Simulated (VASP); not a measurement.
A run of VASP 6.6.1 is set up as follows.

The input POSCAR:

```
CaF2
1.0
    0.0000000000      2.7310000000      2.7310000000
    2.7310000000      0.0000000000      2.7310000000
    2.7310000000      2.7310000000      0.0000000000
Ca F
1 2
Direct
    0.0000000000      0.0000000000      0.0000000000
    0.7500000000      0.7500000000      0.7500000000
    0.2500000000      0.2500000000      0.2500000000
```

Contents of INCAR.step1:

```
SYSTEM = CaF2
PREC = Accurate
ENCUT = 500
EDIFF = 1E-8
ISMEAR = 0
SIGMA = 0.01
LREAL = .False.
LASPH = .True.
NELM = 60
ALGO = Normal
LWAVE = .True.
LCHARG = .False.
GGA = PE
```

Contents of INCAR.step2:

```
SYSTEM = CaF2
PREC = Accurate
ENCUT = 500
EDIFF = 1E-8
ISMEAR = 0
SIGMA = 0.01
LREAL = .False.
LASPH = .True.
NELM = 1
ALGO = Exact
LWAVE = .True.
LCHARG = .False.
GGA = PE
NBANDS = 266
LOPTICS = .True.
ISTART = 1
```

INCAR.step3

```
SYSTEM = CaF2
PREC = Accurate
ENCUT = 500
EDIFF = 1E-8
ISMEAR = 0
SIGMA = 0.01
LREAL = .False.
LASPH = .True.
ALGO = EVGW0
LWAVE = .False.
LCHARG = .False.
GGA = PE
NELMGW = 1
NBANDS = 266
ENCUTGW = 200
NOMEGA = 96
PRECFOCK = Fast
ISTART = 1
NBANDSGW = 20
OMEGAMAX = 30
```

File KPOINTS:

```
regular mesh
0
Gamma
  4 4 4
  0 0 0
```

Potentials or basis: VASP PAW PBE potentials, release 64 (Ca_sv_GW, F_GW).

Command:

```bash
$ cat potpaw_PBE.64/Ca_sv_GW/POTCAR potpaw_PBE.64/F_GW/POTCAR > POTCAR
$ cp INCAR.step1 INCAR
$ mpirun -np 1 vasp_std > vasp.out
$ cp INCAR.step2 INCAR
$ mpirun -np 1 vasp_std > vasp.out
$ cp INCAR.step3 INCAR
$ mpirun -np 1 vasp_std > vasp.out
```

(1) Estimate the quasiparticle gap.

(2) Predict the least direct quasiparticle gap.

(3) What does it give for the band gap of the starting levels on the mesh?

(4) What does it give for the least direct gap of the starting levels on the mesh?

Results:

(1) 10.48 eV.

(2) 10.79 eV.

(3) 7.30 eV.

(4) 7.55 eV.

Caveat: the k points lie up to 0.50 Å⁻¹ apart; bands, screening cutoff and mesh are small and nothing is extrapolated, so the quasiparticle values aren't converged.
